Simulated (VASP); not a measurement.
Input of a VASP 6.6.1 run:

INCAR

```
SYSTEM = MgCd2TeSe2
PREC = Accurate ; ENCUT = 600
EDIFF = 1E-6 ; ISMEAR = 0
SIGMA = 0.1 ; LREAL = .FALSE.
LASPH = .TRUE. ; NELM = 100
ALGO = Normal ; ISIF = 3
LWAVE = .FALSE. ; LCHARG = .FALSE.
GGA = PE ; IBRION = 2
NSW = 90 ; EDIFFG = -0.04
```

File KPOINTS:

```
Automatic mesh
0
G
  4 4 2
  0 0 0
```

The input POSCAR:

```
MgCd2TeSe2
1.0
    4.6191185900      0.0000000000      0.0000000000
    0.0000000000      4.6191185900      0.0000000000
    0.0000000000      0.0000000000      8.9856278700
Mg Cd Te Se
1 2 1 2
Direct
    0.5000000000      0.5000000000      0.5000000000
    0.0000000000      0.0000000000      0.2377023200
    0.0000000000      0.0000000000      0.7622976800
    0.0000000000      0.0000000000      0.0000000000
    0.5000000000      0.5000000000      0.0000000000
    0.0000000000      0.0000000000      0.5000000000
```

Potentials or basis: VASP PAW PBE potentials, release 64 (Mg, Cd, Te, Se).

Launch:

```bash
$ cat potpaw_PBE.64/Mg/POTCAR potpaw_PBE.64/Cd/POTCAR potpaw_PBE.64/Te/POTCAR potpaw_PBE.64/Se/POTCAR > POTCAR
$ mpirun -np 1 vasp_std > vasp.out
```

Question: What does it give for the band gap on the k mesh?

Answer: Zero (bands 22 and 23 overlap by 1.62 eV).

Question: Predict the relaxed cell.

Answer: a = 4.002 Å, b = 4.002 Å, c = 12.148 Å, α = 90.00°, β = 90.00°, γ = 90.00°.

Forces in eV/Å, atoms in the order of the input:
```
Mg   0.000  0.000  0.000
Cd   0.000  0.000  0.021
Cd   0.000  0.000 -0.021
Te   0.000  0.000  0.000
Se   0.000  0.000  0.000
Se   0.000  0.000  0.000
```

Caveat: a cell axis changed by over 15 % at a fixed basis, so the end point is rough; spin-orbit coupling is left out, which moves the levels of the heavy elements.
